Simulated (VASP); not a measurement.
**Ga: single point with LDA**

The system is Ga.

```
CELL_PARAMETERS angstrom
2.20692 -3.74702 0.00000
2.20692 3.74702 0.00000
0.00000 0.00000 4.43985
ATOMIC_POSITIONS crystal
Ga 0.34398 0.65602 0.58409
Ga 0.65602 0.34398 0.41591
Ga 0.84398 0.15602 0.91591
Ga 0.15602 0.84398 0.08409
```

* Program: VASP 6.6.1
* Task: single point
* Functional: LDA
* Potentials or basis: VASP PAW LDA potentials, release 64 (Ga_d)
* Cutoff: 520 eV
* k mesh: 12 × 12 × 10
* Occupations: gaussian, width 0.05 eV
* Spin: no spin polarisation

* Pressure: 0.2 GPa
* Largest force: 0.004 eV/Å
* Band gap on the k mesh: zero (bands 26 and 27 overlap by 1.40 eV)

Forces on the atoms (eV/Å):
```
Ga   0.000 -0.003  0.003
Ga   0.000  0.003 -0.003
Ga   0.000 -0.003 -0.003
Ga   0.000  0.003  0.003
```

Levels at points of the mesh, in eV from the Fermi level:
```csv
k point,band 23,band 24,band 25,band 26,band 27,band 28,band 29,band 30
"(0.00, 0.00, 0.00)",-3.87,-1.79,-1.58,-0.74,0.98,1.11,1.13,5.40
"(0.50, 0.00, 0.00)",-3.45,-3.45,-1.44,-1.44,0.81,0.81,4.40,4.40
"(0.50, 0.50, 0.00)",-4.07,-3.43,-1.71,-1.61,1.15,1.23,3.61,3.97
"(0.00, 0.00, 0.50)",0.01,0.01,0.09,0.09,0.14,0.14,2.18,2.18
"(0.50, 0.00, 0.50)",-6.48,-6.48,-1.58,-1.58,0.62,0.62,7.58,7.58
"(0.50, 0.50, 0.50)",-5.49,-5.49,-1.32,-1.32,-0.89,-0.89,7.01,7.01
```

Wall time 13 min on 1 thread of Intel Xeon 8259CL, with other jobs on the host, peak memory 0.47 GiB.
